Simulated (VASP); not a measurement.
# ZnSe (F-43m) in VASP: relaxation of cell and atoms with LDA

Aim: the relaxation of cell and atoms of ZnSe with LDA.

All numbers are computed with VASP 6.6.1; they aren't measurements. Logs are shortened: lines on timing, memory, paths and dates and some standing lists are left out, and cuts for length are marked.

### 1 The cell of the first run

Symmetry: F-43m, No. 216, cubic system. The conventional cell has a = 5.665 Å, b = 5.665 Å, c = 5.665 Å, α = 90.00°, β = 90.00°, γ = 90.00°. Within 3.2 Å of Zn (site symmetry -43m) lie 4 Se at 2.45 Å. Se (site symmetry -43m) has 4 Zn at 2.45 Å within 3.2 Å.

### 2 Relaxation of cell and atoms, LDA

INCAR

```
SYSTEM = ZnSe
  PREC = Accurate
  ENCUT = 600
  EDIFF = 1E-6
  ISMEAR = 0
  SIGMA = 0.02
  LREAL = .False.
  LASPH = .True.
  NELM = 100
  ALGO = Normal
  ISIF = 3
  LWAVE = .False.
  LCHARG = .False.
  GGA = CA
  IBRION = 2
  NSW = 100
  EDIFFG = -0.002
```

KPOINTS

```
regular mesh
0
Gamma
  12 12 12
  0 0 0
```

POSCAR

```
ZnSe
1.0
    0.0000000000      2.8324425400      2.8324425400
    2.8324425400      0.0000000000      2.8324425400
    2.8324425400      2.8324425400      0.0000000000
Zn Se
1 1
Direct
    0.0000000000      0.0000000000      0.0000000000
    0.2500000000      0.2500000000      0.2500000000
```

Potentials or basis: VASP PAW LDA potentials, release 64 (Zn, Se).

Command:

```bash
$ cat potpaw_LDA.64/Zn/POTCAR potpaw_LDA.64/Se/POTCAR > POTCAR
$ mpirun -np 1 vasp_std > vasp.out
```

OUTCAR:

```text
SYSTEM = ZnSe
   PREC = Accurate
   ENCUT = 600
   EDIFF = 1E-6
   ISMEAR = 0
   LREAL = .False.
   LASPH = .True.
   NELM = 100
   ISIF = 3
   GGA = CA
   IBRION = 2
   NSW = 100
   EDIFFG = -0.002

 ion  position               nearest neighbor table
   1  0.000  0.000  0.000-   2 2.45   2 2.45   2 2.45   2 2.45
   2  0.250  0.250  0.250-   1 2.45   1 2.45   1 2.45   1 2.45

  LATTYP: Found a face centered cubic cell.
 ALAT       =     5.6648850800

  Lattice vectors:

 A1 = (   0.0000000000,   2.8324425400,   2.8324425400)
 A2 = (   2.8324425400,   0.0000000000,   2.8324425400)
 A3 = (   2.8324425400,   2.8324425400,   0.0000000000)

Analysis of symmetry for initial positions (statically):
=====================================================================
 Subroutine PRICEL returns:
 Original cell was already a primitive cell.

 Routine SETGRP: Setting up the symmetry group for a
 face centered cubic supercell.

 Subroutine GETGRP returns: Found 24 space group operations
 (whereof 24 operations were pure point group operations)
 out of a pool of 48 trial point group operations.

The static configuration has the point symmetry T_d .

Analysis of symmetry for dynamics (positions and initial velocities):
=====================================================================
 Subroutine PRICEL returns:
 Original cell was already a primitive cell.

 Routine SETGRP: Setting up the symmetry group for a
 face centered cubic supercell.

 Subroutine GETGRP returns: Found 24 space group operations
 (whereof 24 operations were pure point group operations)
 out of a pool of 48 trial point group operations.

The dynamic configuration has the point symmetry T_d .

 Subroutine INISYM returns: Found 24 space group operations
 (whereof 24 operations are pure point group operations),
 and found     1 'primitive' translations

----------------------------------------------------------------------------------------

                                     Primitive cell

  volume of cell :      45.4478

  direct lattice vectors                    reciprocal lattice vectors
     0.000000000  2.832442540  2.832442540    -0.176526088  0.176526088  0.176526088
     2.832442540  0.000000000  2.832442540     0.176526088 -0.176526088  0.176526088
     2.832442540  2.832442540  0.000000000     0.176526088  0.176526088 -0.176526088

  length of vectors
     4.005678655  4.005678655  4.005678655     0.305752153  0.305752153  0.305752153

  position of ions in fractional coordinates (direct lattice)
     0.000000000  0.000000000  0.000000000
     0.250000000  0.250000000  0.250000000

  ion indices of the primitive-cell ions
   primitive index   ion index
                 1           1
                 2           2

----------------------------------------------------------------------------------------

 KPOINTS: regular mesh

Automatic generation of k-mesh.
 Grid dimensions read from file:
 generate k-points for:   12   12   12

 Generating k-lattice:

  Cartesian coordinates                     Fractional coordinates (reciprocal lattice)
    -0.014710507  0.014710507  0.014710507     0.083333333  0.000000000  0.000000000
     0.014710507 -0.014710507  0.014710507     0.000000000  0.083333333  0.000000000
     0.014710507  0.014710507 -0.014710507     0.000000000  0.000000000  0.083333333

  Length of vectors
     0.025479346  0.025479346  0.025479346

  Shift w.r.t. Gamma in fractional coordinates (k-lattice)
     0.000000000  0.000000000  0.000000000

 Subroutine IBZKPT returns following result:
 ===========================================

 Found     72 irreducible k-points:

 Following reciprocal coordinates:
            Coordinates               Weight
  0.000000  0.000000  0.000000      1.000000
  0.083333  0.000000  0.000000      8.000000
  0.166667  0.000000  0.000000      8.000000
  0.250000  0.000000  0.000000      8.000000
  0.333333  0.000000  0.000000      8.000000
  0.416667  0.000000  0.000000      8.000000
[... 16 lines left out ...]
  0.500000  0.166667  0.000000     24.000000
 -0.416667  0.166667  0.000000     24.000000
 [... further k-points ...]
   k-points           NKPTS =     72   k-points in BZ     NKDIM =     72   number of bands    NBANDS=     13
   number of dos      NEDOS =    301   number of ions     NIONS =      2
   total plane-waves  NPLWV =  32768
   dimension x,y,z NGX =    32 NGY =   32 NGZ =   32
   dimension x,y,z NGXF=    64 NGYF=   64 NGZF=   64
   ions per type =               1   1
   NGX,Y,Z   is equivalent  to a cutoff of  13.28, 13.28, 13.28 a.u.
   NGXF,Y,Z  is equivalent  to a cutoff of  26.56, 26.56, 26.56 a.u.
 SYSTEM =  ZnSe
   PREC   = accura    normal or accurate (medium, high low for compatibility)
   ISTART =      0    job   : 0-new  1-cont  2-samecut
   ICHARG =      2    charge: 1-file 2-atom 10-const
   ISPIN  =      1    spin polarized calculation?
   LNONCOLLINEAR =      F non collinear calculations
   LSORBIT =      F    spin-orbit coupling
   LASPH  =      T    aspherical Exc in radial PAW
   ENCUT  =  600.0 eV  44.10 Ry    6.64 a.u.   8.00  8.00  8.00*2*pi/ulx,y,z
   NELM   =    100;   NELMIN=  2; NELMDL= -5     # of ELM steps
   EDIFF  = 0.1E-05   stopping-criterion for ELM
   LREAL  =      F    real-space projection
   EDIFFG = -.2E-02   stopping-criterion for IOM
   NSW    =    100    number of steps for IOM
   IBRION =      2    ionic relax: 0-MD 1-quasi-New 2-CG
   NFREE  =      1    steps in history (QN), initial steepest desc. (CG)
   ISIF   =      3    stress and relaxation
   ISYM   =      2    0-nonsym 1-usesym 2-fastsym
   POTIM  = 0.5000    time-step for ionic-motion
   TEBEG  =    0.0;   TEEND  =   0.0 temperature during run
   PSTRESS=    0.0 pullay stress
   NELECT =      18.0000    total number of electrons
   NUPDOWN=      -1.0000    fix difference up-down
   EMIN   =  10.00;   EMAX   =-10.00  energy-range for DOS
   EFERMI =   0.00;   METHOD = LEGACY
   ISMEAR =     0;   SIGMA  =   0.02  broadening in eV -4-tet -1-fermi 0-gaus
   EFERMI_NEDOS =   21; number of points for ismear=-14 and -15
   IALGO  =     38    algorithm
   IMIX   =      4    mixing-type and parameters
     AMIX     =   0.40;   BMIX     =  1.00
     AMIX_MAG =   1.60;   BMIX_MAG =  1.00
  volume/ion in A,a.u.               =      22.72       153.35
  Fermi-wavevector in a.u.,A,eV,Ry     =   1.202249  2.271922 19.665909  1.445404
  Thomas-Fermi vector in A             =   2.338036
   LORBIT       =      0    0 simple, 1 ext, 2 COOP (PROOUT), +10 PAW based schemes
   GGA     = CA    functional components
   LHFCALC =     F    Hartree Fock is set to
   AEXX    =    0.0000 exact exchange contribution
   IVDW    =     0    specifies the selected vdW correction
   LEPSILON=     F    determine dielectric tensor
   LRPA    =     F    only Hartree local field effects (RPA)
 conjugate gradient relaxation of ions
 non-spin polarized calculation
 Gauss-broadening in eV      SIGMA  =   0.02
  energy-cutoff  :      600.00
  volume of cell :       45.45
 maximum number of plane-waves:      1540
   NGX = 17   NGY = 17   NGZ = 17

--------------------------------------- Ionic step        1  -------------------------------------------

 number of electron      17.9999992 magnetization

 Free energy of the ion-electron system (eV)
  ---------------------------------------------------
  ext. energy  EPLUGINS =         0.00000000
  ---------------------------------------------------
  free energy    TOTEN  =        -7.35251240 eV

  energy without entropy =       -7.35251240  energy(sigma->0) =       -7.35251240

------------------------ aborting loop because EDIFF is reached ----------------------------------------

  FORCE on cell =-STRESS in cart. coord.  units (eV):
  Direction    XX          YY          ZZ          XY          YZ          ZX
  --------------------------------------------------------------------------------------
  -------------------------------------------------------------------------------------
  Total       -0.8646782     -0.8646782     -0.8646782     -0.0000000      0.0000000      0.0000000
  in kB      -30.4825844    -30.4825844    -30.4825844     -0.0000000      0.0000000      0.0000000
  external PRESSURE =     -30.4825844 kB  Pullay stress =       0.0000000 kB
[... 165 lines left out ...]
  energy  without entropy=       -7.3732808503  energy(sigma->0) =       -7.37328085

--------------------------------------- Ionic step        6  -------------------------------------------

 number of electron      17.9999991 magnetization

 Free energy of the ion-electron system (eV)
  ---------------------------------------------------
  ext. energy  EPLUGINS =         0.00000000
  ---------------------------------------------------
  free energy    TOTEN  =        -7.37329076 eV

  energy without entropy =       -7.37329076  energy(sigma->0) =       -7.37329076

 E-fermi :   2.0600     XC(G=0):  -9.9176

 val. band max:        1.9482883555   @ k =   0.0000   0.0000   0.0000
 cond. band min:       3.2194402206   @ k =   0.0000   0.0000   0.0000
 fundamental gap:      1.2711518651
 Fermi energy:         2.0600366243

 k-point     1 :       0.0000    0.0000    0.0000
  band No.  band energies     occupation
      1     -11.6667      2.00000
      2      -4.9185      2.00000
      3      -4.9185      2.00000
      4      -4.9185      2.00000
      5      -4.5142      2.00000
      6      -4.5142      2.00000
      7       1.9483      2.00000
      8       1.9483      2.00000
      9       1.9483      2.00000
     10       3.2194      0.00000
     11       7.6340      0.00000
     12       7.6340      0.00000
     13       7.6340      0.00000
[... 353 lines left out ...]
 k-point    24 :      -0.4167    0.1667    0.0000
  band No.  band energies     occupation
      1     -10.7002      2.00000
      2      -4.8184      2.00000
      3      -4.7838      2.00000
      4      -4.5408      2.00000
      5      -4.5026      2.00000
      6      -4.3225      2.00000
      7      -3.3743      2.00000
      8      -0.2994      2.00000
      9       0.7205      2.00000
     10       5.5928      0.00000
     11       7.6659      0.00000
     12       9.0331      0.00000
     13      10.4765      0.00000

 [... further k-points ...]
[... 5 lines left out ...]
  --------------------------------------------------------------------------------------
  -------------------------------------------------------------------------------------
  Total       -0.0035324     -0.0035324     -0.0035324      0.0000000      0.0000000     -0.0000000
  in kB       -0.1305787     -0.1305787     -0.1305787      0.0000000      0.0000000     -0.0000000
  external PRESSURE =      -0.1305787 kB  Pullay stress =       0.0000000 kB
[... 17 lines left out ...]
  FREE ENERGIE OF THE ION-ELECTRON SYSTEM (eV)
  ---------------------------------------------------
  free  energy   TOTEN  =        -7.3732907611 eV

  energy  without entropy=       -7.3732907611  energy(sigma->0) =       -7.37329076

 reached required accuracy - stopping structural energy minimisation
```

Run time: 3.5 min. Hardware: 1 thread of Intel Xeon 8259CL, shared host; peak memory 0.21 GiB.

What came out:

```yaml
Free_energy: -7.3733 eV
Relaxed_volume: 21.67 Å³/atom
Relaxed_cell: a = 3.943 Å, b = 3.943 Å, c = 3.943 Å, α = 60.00°, β = 60.00°, γ = 60.00°
Space_group_after_relaxing_to_0.1_Å: F-43m (No. 216)
Energy_gained_by_relaxing: 10.4 meV/atom
Ionic_steps: 6
Pressure_after_relaxing: 0.0 GPa
Band_gap_on_the_k_mesh: 1.27 eV
```

The path:
```
step  energy change (eV)  largest force (eV/Å)  pressure (GPa)  volume (Å³)
   1              0.0000                0.0000           -3.05        45.45
   2             -0.0183                0.0000            1.16        42.66
   3             -0.0208                0.0000           -0.16        43.35
   4             -0.0207                0.0000            0.12        43.26
   5             -0.0208                0.0000            0.05        43.30
   6             -0.0208                0.0000           -0.01        43.34
```

Final structure:
```
Zn Se
1.0
     0.00000    2.78800    2.78800
     2.78800    0.00000    2.78800
     2.78800    2.78800    0.00000
Zn Se
1 1
Direct
  0.00000 0.00000 0.00000
  0.25000 0.25000 0.25000
```
